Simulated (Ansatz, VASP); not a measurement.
SiGe7 in VASP and in Ansatz

The input INCAR:

```
SYSTEM = SiGe7
PREC = Accurate
ENCUT = 600
EDIFF = 1E-6
ISMEAR = 0
SIGMA = 0.2
LREAL = .False.
LASPH = .True.
NELM = 100
ALGO = Normal
ISIF = 3
LWAVE = .False.
LCHARG = .False.
GGA = PE
IBRION = 2
NSW = 36
EDIFFG = -0.08
```

File KPOINTS:

```
regular mesh
0
Gamma
  4 4 2
  0 0 0
```

The input POSCAR:

```
SiGe7
1.0
    3.9800000000      0.0000000000      0.0000000000
    0.0000000000      3.9800000000      0.0000000000
    0.0000000000      0.0000000000     11.2600000000
Si Ge
1 7
Direct
    0.0000000000      0.0000000000      0.0000000000
    0.0000000000      0.5000000000      0.8750000000
    0.5000000000      0.5000000000      0.7500000000
    0.5000000000      0.0000000000      0.6250000000
    0.0000000000      0.0000000000      0.5000000000
    0.5000000000      0.0000000000      0.1250000000
    0.5000000000      0.5000000000      0.2500000000
    0.0000000000      0.5000000000      0.3750000000
```

Input for Ansatz:

```yaml
crystal:
  lattice:
    - [3.98, 0.0, 0.0]
    - [0.0, 3.98, 0.0]
    - [0.0, 0.0, 11.26]
  atoms:
    - { symbol: Si, position: [0.0, 0.0, 0.0] }
    - { symbol: Ge, position: [0.0, 0.5, 0.875] }
    - { symbol: Ge, position: [0.5, 0.5, 0.75] }
    - { symbol: Ge, position: [0.5, 0.0, 0.625] }
    - { symbol: Ge, position: [0.0, 0.0, 0.5] }
    - { symbol: Ge, position: [0.5, 0.0, 0.125] }
    - { symbol: Ge, position: [0.5, 0.5, 0.25] }
    - { symbol: Ge, position: [0.0, 0.5, 0.375] }
basis:
  ecutwfc: 420
kpoints:
  mp_grid: { grid: [4, 4, 2] }
hamiltonian:
  xc: pbe
scf:
  occupations: { method: gaussian, width: 0.2 }
  lower_state_search: "off"
output:
  forces: true
  stress: true
  eigenvalues: true
relax:
  adjacent_minimum: "off"
  f_tol: 0.08
  max_steps: 16
  cell: { stress_tol: 0.8 }
```

Alike in both runs: task relaxation of cell and atoms; functional PBE; k mesh 4 × 4 × 2; occupations gaussian, width 0.2 eV; no spin polarisation.

|  | VASP | Ansatz |
| --- | --- | --- |
| version | VASP 6.6.1 | Ansatz 0.2.0 |
| potentials or method | VASP PAW PBE potentials, release 64 (Si, Ge_d), cutoff 600 eV | scalar-relativistic, plane waves, PAW |
| valence electrons in the cell | 102 | 102 |

|  | VASP | Ansatz | Ansatz less VASP |
| --- | --- | --- | --- |
| gap on the k mesh at the Fermi level, each at its own relaxed structure (eV) | 0.13 | 0.11 | -0.026 |
| relaxed volume (Å³/atom) | 23.48 | 23.44 | -0.043 |
| relaxed cell length with the largest relative difference (Å) | 4.084 | 4.078 | -0.0062 |
